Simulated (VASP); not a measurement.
Runs of VASP 6.6.1 on InSe. The structure is that of space group R3m (No. 160), or close to it. The cells are those of the table. 

```csv
task,level,potentials or basis,cell,k mesh,cutoff (eV),smearing,tolerance level,purpose,passes,dipole correction,gap on the mesh (eV),pressure (GPa),largest force (eV/Å)
relaxation of cell and atoms,LDA,"VASP PAW LDA potentials, release 64 (In_d, Se)","relaxed from a = 8.602 Å, angles 26.4°, 4 atoms",8 × 8 × 8,620,gaussian 0.03 eV,standard,cell,3,-,0.20,0.0,-
single point,LDA,"VASP PAW LDA potentials, release 64 (In_d, Se)","a = 8.808 Å, angles 26.4°, 4 atoms",8 × 8 × 8,520,fermi-dirac 0.05 eV,-,-,-,no,0.18,-2.3,0.19
single point,PBEsol+D3(BJ),"VASP PAW PBE potentials, release 64 (In_d, Se)","a = 8.632 Å, angles 26.4°, 4 atoms",8 × 8 × 8,520,fermi-dirac 0.05 eV,-,-,-,no,0.44,0.8,0.49
single point,LDA,"VASP PAW LDA potentials, release 64 (In_d, Se)","a = 8.632 Å, angles 26.4°, 4 atoms",8 × 8 × 8,520,fermi-dirac 0.05 eV,-,-,-,no,(b),0.8,0.43
single point,PBE,"VASP PAW PBE potentials, release 64 (In_d, Se)","a = 8.750 Å, angles 26.4°, 4 atoms",6 × 6 × 6,520,fermi-dirac 0.02 eV,-,-,-,no,0.43,(a),0.38
```

Alike in all rows: no spin polarisation.

Fill in the values left out.

(a) 2.8; (b) 0.34.

Caveats: semilocal functionals underestimate gaps, and a narrow one can read as zero; spin-orbit coupling is left out, which moves the levels of the heavy elements; the PAW data sets were made with another functional, which shifts forces and pressure a little (at least some runs).

A k mesh can miss the band edges, and the runs leave out spin-orbit coupling on In, Se.
